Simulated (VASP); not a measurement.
# Be (Im-3m) in VASP: further runs

Runs on Be. Level: LDA. Tasks: single point.

Everything below comes from runs of VASP 6.6.1. Logs are shortened: lines on timing, memory, paths and dates and some standing lists are left out, and cuts for length are marked.

## (1) The cell of the first run

It takes space group Im-3m (No. 229, cubic). The conventional cell has a = 2.462 Å, b = 2.462 Å, c = 2.462 Å, α = 90.00°, β = 90.00°, γ = 90.00°. Within 2.8 Å of Be (site symmetry m-3m) lie 14 Be at 2.13 to 2.46 Å.

## (2) Single point, LDA

The input, INCAR:

```
PREC = Accurate
ENCUT = 520
EDIFF = 1E-6
ISMEAR = -1
SIGMA = 0.1
LREAL = F
LASPH = T
NELM = 100
ALGO = Normal
ISIF = 2
LWAVE = F
LCHARG = F
NBANDS = 7
```

The input, KPOINTS:

```
regular mesh
0
Gamma
  17 17 17
```

The input, POSCAR:

```
Be
1.0
   -1.2312230755      1.2312230755      1.2312230755
    1.2312230755     -1.2312230755      1.2312230755
    1.2312230755      1.2312230755     -1.2312230755
Be
1
Direct
    0.0000000000      0.0000000000      0.0000000000
```

Potentials or basis: VASP PAW LDA potentials, release 64 (Be).

On the command line:

```sh
$ cat potpaw_LDA.64/Be/POTCAR > POTCAR
$ mpirun -np 1 vasp_std > vasp.out
```

OUTCAR:

```text
PREC = Accurate
   ENCUT = 520
   EDIFF = 1E-6
   ISMEAR = -1
   LREAL = F
   LASPH = T
   NELM = 100
   ISIF = 2

 ion  position               nearest neighbor table
   1  0.000  0.000  0.000-

  LATTYP: Found a body centered cubic cell.
 ALAT       =     2.4624461510

  Lattice vectors:

 A1 = (  -1.2312230755,   1.2312230755,   1.2312230755)
 A2 = (   1.2312230755,  -1.2312230755,   1.2312230755)
 A3 = (   1.2312230755,   1.2312230755,  -1.2312230755)

Analysis of symmetry for initial positions (statically):
=====================================================================
 Subroutine PRICEL returns:
 Original cell was already a primitive cell.

 Routine SETGRP: Setting up the symmetry group for a
 body centered cubic supercell.

 Subroutine GETGRP returns: Found 48 space group operations
 (whereof 48 operations were pure point group operations)
 out of a pool of 48 trial point group operations.

The static configuration has the point symmetry O_h .

Analysis of symmetry for dynamics (positions and initial velocities):
=====================================================================
 Subroutine PRICEL returns:
 Original cell was already a primitive cell.

 Routine SETGRP: Setting up the symmetry group for a
 body centered cubic supercell.

 Subroutine GETGRP returns: Found 48 space group operations
 (whereof 48 operations were pure point group operations)
 out of a pool of 48 trial point group operations.

The dynamic configuration has the point symmetry O_h .

 Subroutine INISYM returns: Found 48 space group operations
 (whereof 48 operations are pure point group operations),
 and found     1 'primitive' translations

----------------------------------------------------------------------------------------

                                     Primitive cell

  volume of cell :       7.4657

  direct lattice vectors                    reciprocal lattice vectors
    -1.231223075  1.231223075  1.231223075     0.000000000  0.406100251  0.406100251
     1.231223075 -1.231223075  1.231223075     0.406100251  0.000000000  0.406100251
     1.231223075  1.231223075 -1.231223075     0.406100251  0.406100251  0.000000000

  length of vectors
     2.132540922  2.132540922  2.132540922     0.574312483  0.574312483  0.574312483

  position of ions in fractional coordinates (direct lattice)
     0.000000000  0.000000000  0.000000000

  ion indices of the primitive-cell ions
   primitive index   ion index
                 1           1

----------------------------------------------------------------------------------------

 KPOINTS: regular mesh

Automatic generation of k-mesh.
 Grid dimensions read from file:
 generate k-points for:   17   17   17

 Generating k-lattice:

  Cartesian coordinates                     Fractional coordinates (reciprocal lattice)
     0.000000000  0.023888250  0.023888250     0.058823529  0.000000000  0.000000000
     0.023888250  0.000000000  0.023888250     0.000000000  0.058823529  0.000000000
     0.023888250  0.023888250  0.000000000     0.000000000  0.000000000  0.058823529

  Length of vectors
     0.033783087  0.033783087  0.033783087

  Shift w.r.t. Gamma in fractional coordinates (k-lattice)
     0.000000000  0.000000000  0.000000000

 Subroutine IBZKPT returns following result:
 ===========================================

 Found    165 irreducible k-points:

 Following reciprocal coordinates:
            Coordinates               Weight
  0.000000  0.000000  0.000000      1.000000
  0.058824  0.000000  0.000000     12.000000
  0.117647  0.000000  0.000000     12.000000
  0.176471  0.000000  0.000000     12.000000
  0.235294  0.000000  0.000000     12.000000
  0.294118  0.000000  0.000000     12.000000
[... 16 lines left out ...]
  0.411765  0.117647  0.000000     48.000000
  0.176471  0.176471  0.000000     24.000000
 [... further k-points ...]
   k-points           NKPTS =    165   k-points in BZ     NKDIM =    165   number of bands    NBANDS=      7
   number of dos      NEDOS =    301   number of ions     NIONS =      1
   total plane-waves  NPLWV =   4096
   dimension x,y,z NGX =    16 NGY =   16 NGZ =   16
   dimension x,y,z NGXF=    32 NGYF=   32 NGZF=   32
   ions per type =               1
   NGX,Y,Z   is equivalent  to a cutoff of  12.47, 12.47, 12.47 a.u.
   NGXF,Y,Z  is equivalent  to a cutoff of  24.95, 24.95, 24.95 a.u.
 SYSTEM =  unknown system
   PREC   = accura    normal or accurate (medium, high low for compatibility)
   ISTART =      0    job   : 0-new  1-cont  2-samecut
   ICHARG =      2    charge: 1-file 2-atom 10-const
   ISPIN  =      1    spin polarized calculation?
   LNONCOLLINEAR =      F non collinear calculations
   LSORBIT =      F    spin-orbit coupling
   LASPH  =      T    aspherical Exc in radial PAW
   ENCUT  =  520.0 eV  38.22 Ry    6.18 a.u.   3.97  3.97  3.97*2*pi/ulx,y,z
   NELM   =    100;   NELMIN=  2; NELMDL= -5     # of ELM steps
   EDIFF  = 0.1E-05   stopping-criterion for ELM
   LREAL  =      F    real-space projection
   EDIFFG = 0.1E-04   stopping-criterion for IOM
   NSW    =      0    number of steps for IOM
   IBRION =     -1    ionic relax: 0-MD 1-quasi-New 2-CG
   NFREE  =      0    steps in history (QN), initial steepest desc. (CG)
   ISIF   =      2    stress and relaxation
   ISYM   =      2    0-nonsym 1-usesym 2-fastsym
   POTIM  = 0.5000    time-step for ionic-motion
   TEBEG  =    0.0;   TEEND  =   0.0 temperature during run
   PSTRESS=    0.0 pullay stress
   NELECT =       2.0000    total number of electrons
   NUPDOWN=      -1.0000    fix difference up-down
   EMIN   =  10.00;   EMAX   =-10.00  energy-range for DOS
   EFERMI =   0.00;   METHOD = LEGACY
   ISMEAR =    -1;   SIGMA  =   0.10  broadening in eV -4-tet -1-fermi 0-gaus
   EFERMI_NEDOS =   21; number of points for ismear=-14 and -15
   IALGO  =     38    algorithm
   IMIX   =      4    mixing-type and parameters
     AMIX     =   0.40;   BMIX     =  1.00
     AMIX_MAG =   1.60;   BMIX_MAG =  1.00
  volume/ion in A,a.u.               =       7.47        50.38
  Fermi-wavevector in a.u.,A,eV,Ry     =   1.055346  1.994314 15.153551  1.113755
  Thomas-Fermi vector in A             =   2.190540
   LORBIT       =      0    0 simple, 1 ext, 2 COOP (PROOUT), +10 PAW based schemes
   GGA     = CA    functional components
   LHFCALC =     F    Hartree Fock is set to
   AEXX    =    0.0000 exact exchange contribution
   IVDW    =     0    specifies the selected vdW correction
   LEPSILON=     F    determine dielectric tensor
   LRPA    =     F    only Hartree local field effects (RPA)
 non-spin polarized calculation
  energy-cutoff  :      520.00
  volume of cell :        7.47
 maximum number of plane-waves:       212
   NGX =  7   NGY =  7   NGZ =  7

 number of electron       2.0000000 magnetization

 Free energy of the ion-electron system (eV)
  ---------------------------------------------------
  ext. energy  EPLUGINS =         0.00000000
  ---------------------------------------------------
  free energy    TOTEN  =        -4.11249359 eV

  energy without entropy =       -4.10692599  energy(sigma->0) =       -4.10970979

 E-fermi :   8.1674     XC(G=0): -10.8178

 val. band max:        8.1535756310   @ k =  -0.4118   0.4706   0.3529
 cond. band min:       8.2229388874   @ k =  -0.4118  -0.4706   0.2941
 fundamental gap:      0.0693632564
 Fermi energy:         8.1674333330

 k-point     1 :       0.0000    0.0000    0.0000
  band No.  band energies     occupation
      1      -4.2703      2.00000
      2      27.9518      0.00000
      3      27.9518      0.00000
      4      27.9518      0.00000
      5      39.9091      0.00000
      6      39.9091      0.00000
      7      39.9091      0.00000

 k-point     2 :       0.0588    0.0000    0.0000
  band No.  band energies     occupation
      1      -4.1487      2.00000
      2      27.3552      0.00000
      3      27.4582      0.00000
      4      27.8083      0.00000
      5      38.2817      0.00000
      6      38.4713      0.00000
      7      40.7334      0.00000

 k-point     3 :       0.1176    0.0000    0.0000
  band No.  band energies     occupation
      1      -3.7839      2.00000
      2      25.5199      0.00000
      3      26.2858      0.00000
      4      27.3929      0.00000
      5      35.9838      0.00000
      6      36.3160      0.00000
      7      40.3817      0.00000

 k-point     4 :       0.1765    0.0000    0.0000
  band No.  band energies     occupation
      1      -3.1755      2.00000
      2      22.6950      0.00000
      3      24.9059      0.00000
      4      26.7643      0.00000
      5      34.3466      0.00000
      6      34.8038      0.00000
      7      40.1202      0.00000

 k-point     5 :       0.2353    0.0000    0.0000
  band No.  band energies     occupation
      1      -2.3256      2.00000
      2      19.4615      0.00000
      3      23.5911      0.00000
      4      26.0291      0.00000
      5      32.6751      0.00000
      6      34.4304      0.00000
      7      40.4927      0.00000

 k-point     6 :       0.2941    0.0000    0.0000
  band No.  band energies     occupation
      1      -1.2439      2.00000
      2      16.2431      0.00000
      3      22.4673      0.00000
      4      25.3060      0.00000
      5      31.3275      0.00000
      6      34.5124      0.00000
      7      41.3908      0.00000

 k-point     7 :       0.3529    0.0000    0.0000
  band No.  band energies     occupation
      1       0.0373      2.00000
      2      13.2683      0.00000
      3      21.5938      0.00000
      4      24.6920      0.00000
      5      30.3129      0.00000
      6      34.8311      0.00000
      7      42.6844      0.00000

 k-point     8 :       0.4118    0.0000    0.0000
  band No.  band energies     occupation
      1       1.4124      2.00000
      2      10.7314      0.00000
      3      20.9998      0.00000
      4      24.2518      0.00000
      5      29.6351      0.00000
      6      35.2071      0.00000
      7      44.1769      0.00000

 k-point     9 :       0.4706    0.0000    0.0000
  band No.  band energies     occupation
      1       2.5159      2.00000
      2       9.0387      0.00033
      3      20.6998      0.00000
      4      24.0234      0.00000
      5      29.2959      0.00000
      6      35.4613      0.00000
      7      45.3932      0.00000

 k-point    10 :       0.0588    0.0588    0.0000
  band No.  band energies     occupation
      1      -3.9055      2.00000
      2      26.2721      0.00000
      3      26.6224      0.00000
      4      27.3547      0.00000
      5      36.5209      0.00000
      6      36.9613      0.00000
      7      40.3013      0.00000

 k-point    11 :       0.1176    0.0588   -0.0000
  band No.  band energies     occupation
      1      -3.4186      2.00000
      2      24.1733      0.00000
      3      25.1113      0.00000
      4      26.6587      0.00000
      5      35.0728      0.00000
      6      35.4741      0.00000
      7      40.1175      0.00000
[... 51 lines left out ...]
 k-point    17 :       0.4706    0.0588    0.0000
  band No.  band energies     occupation
      1       2.8236      2.00000
      2       8.7881      0.00402
      3      20.2818      0.00000
      4      23.0876      0.00000
      5      30.6034      0.00000
      6      35.6445      0.00000
      7      45.7036      0.00000

 k-point    18 :       0.1176    0.1176    0.0000
  band No.  band energies     occupation
      1      -2.8090      2.00000
      2      22.4847      0.00000
      3      22.9774      0.00000
      4      25.5991      0.00000
      5      34.4704      0.00000
      6      35.1188      0.00000
      7      40.2794      0.00000

 k-point    19 :       0.1765    0.1176   -0.0000
  band No.  band energies     occupation
      1      -1.9559      2.00000
      2      19.4793      0.00000
      3      21.6167      0.00000
      4      24.5933      0.00000
      5      34.3351      0.00000
      6      34.7610      0.00000
      7      40.8398      0.00000

 k-point    20 :       0.2353    0.1176   -0.0000
  band No.  band energies     occupation
      1      -0.8669      2.00000
      2      16.3158      0.00000
      3      20.5500      0.00000
      4      23.6929      0.00000
      5      34.2073      0.00000
      6      34.6295      0.00000
      7      41.7693      0.00000

 k-point    21 :       0.2941    0.1176   -0.0000
  band No.  band energies     occupation
      1       0.4301      2.00000
      2      13.3556      0.00000
      3      19.7291      0.00000
      4      22.9639      0.00000
      5      33.6956      0.00000
      6      35.1209      0.00000
      7      42.9632      0.00000

 k-point    22 :       0.3529    0.1176   -0.0000
  band No.  band energies     occupation
      1       1.8391      2.00000
      2      10.8010      0.00000
      3      19.1721      0.00000
      4      22.4548      0.00000
      5      33.2880      0.00000
      6      35.7012      0.00000
      7      44.2603      0.00000

 k-point    23 :       0.4118    0.1176    0.0000
  band No.  band energies     occupation
      1       3.0001      2.00000
      2       9.0580      0.00027
      3      18.8909      0.00000
      4      22.1940      0.00000
      5      33.0685      0.00000
      6      36.1097      0.00000
      7      45.4920      0.00000

 k-point    24 :       0.1765    0.1765    0.0000
  band No.  band energies     occupation
      1      -0.9797      2.00000
      2      17.3637      0.00000
      3      19.5436      0.00000
      4      23.6267      0.00000
      5      34.4945      0.00000
      6      35.3934      0.00000
      7      41.7440      0.00000

 [... further k-points ...]

------------------------ aborting loop because EDIFF is reached ----------------------------------------

  FORCE on cell =-STRESS in cart. coord.  units (eV):
  Direction    XX          YY          ZZ          XY          YZ          ZX
  --------------------------------------------------------------------------------------
  -------------------------------------------------------------------------------------
  Total        0.0192672      0.0192672      0.0192672     -0.0000000     -0.0000000     -0.0000000
  in kB        4.1348360      4.1348360      4.1348360     -0.0000000     -0.0000000     -0.0000000
  external PRESSURE =       4.1348360 kB  Pullay stress =       0.0000000 kB

 VOLUME and BASIS-vectors are now :
 -----------------------------------------------------------------------------
  energy-cutoff  :      520.00
  volume of cell :        7.47
      direct lattice vectors                 reciprocal lattice vectors
    -1.231223075  1.231223075  1.231223075     0.000000000  0.406100251  0.406100251
     1.231223075 -1.231223075  1.231223075     0.406100251  0.000000000  0.406100251
     1.231223075  1.231223075 -1.231223075     0.406100251  0.406100251  0.000000000

 POSITION                                       TOTAL-FORCE (eV/Angst)
 -----------------------------------------------------------------------------------
      0.00000      0.00000      0.00000         0.000000      0.000000      0.000000
 -----------------------------------------------------------------------------------
    total drift:                               -0.000000      0.000000      0.000000

  FREE ENERGIE OF THE ION-ELECTRON SYSTEM (eV)
  ---------------------------------------------------
  free  energy   TOTEN  =        -4.1124935936 eV

  energy  without entropy=       -4.1069259894  energy(sigma->0) =       -4.10970979
```

Run time: 3 s. Hardware: 1 thread of Intel Xeon Platinum 8259CL at 2.50GHz (Skylake/Cascade Lake), shared host; peak memory 0.11 GiB.

What came out:

```
Free energy            : -4.1125 eV
Pressure               : 0.4 GPa
Band gap on the k mesh : zero (band 1 reaches 11.41 eV, above the bottom of band 2 at 6.78 eV)
```

Levels at points of the mesh, in eV from the Fermi level:
| k point | band 1 | band 2 | band 3 | band 4 | band 5 | band 6 |
| --- | --- | --- | --- | --- | --- | --- |
| (0.00, 0.00, 0.00) | -12.44 | 19.78 | 19.78 | 19.78 | 31.74 | 31.74 |

## (3) Single point, LDA (volume scaled by 0.88)

The input, INCAR:

```
PREC = Accurate
ENCUT = 520
EDIFF = 1E-6
ISMEAR = -1
SIGMA = 0.1
LREAL = False
LASPH = True
NELM = 60
ALGO = Normal
ISIF = 2
LWAVE = False
LCHARG = True
GGA = CA
LELF = True
LVHAR = True
NBANDS = 7
```

The input, KPOINTS:

```
regular mesh
0
Gamma
  20 20 20
```

The input, POSCAR:

```
Be
1.0
   -1.1798613385      1.1798613385      1.1798613385
    1.1798613385     -1.1798613385      1.1798613385
    1.1798613385      1.1798613385     -1.1798613385
Be
1
Direct
    0.0000000000      0.0000000000      0.0000000000
```

Potentials or basis: VASP PAW LDA potentials, release 64 (Be).

On the command line:

```sh
$ cat potpaw_LDA.64/Be/POTCAR > POTCAR
$ mpirun -np 1 vasp_std > vasp.out
```

It took 4.4 s on 1 thread of Intel Xeon Platinum 8259CL at 2.50GHz (Skylake/Cascade Lake), shared host; peak memory 0.11 GiB.

It converged, with:

```yaml
Free_energy: -4.0606 eV
Pressure: 21.4 GPa
Band_gap_on_the_k_mesh: zero (band 1 reaches 13.76 eV, above the bottom of band 2 at 7.76 eV)
```

Levels at points of the mesh, in eV from the Fermi level:
| k point | band 1 | band 2 | band 3 | band 4 |
| --- | --- | --- | --- | --- |
| (0.00, 0.00, 0.00) | -13.11 | 22.06 | 22.06 | 22.06 |
| (0.50, 0.00, 0.00) | -5.94 | 1.14 | 13.93 | 17.51 |
| (0.50, 0.50, 0.50) | 4.50 | 4.50 | 4.50 | 10.90 |
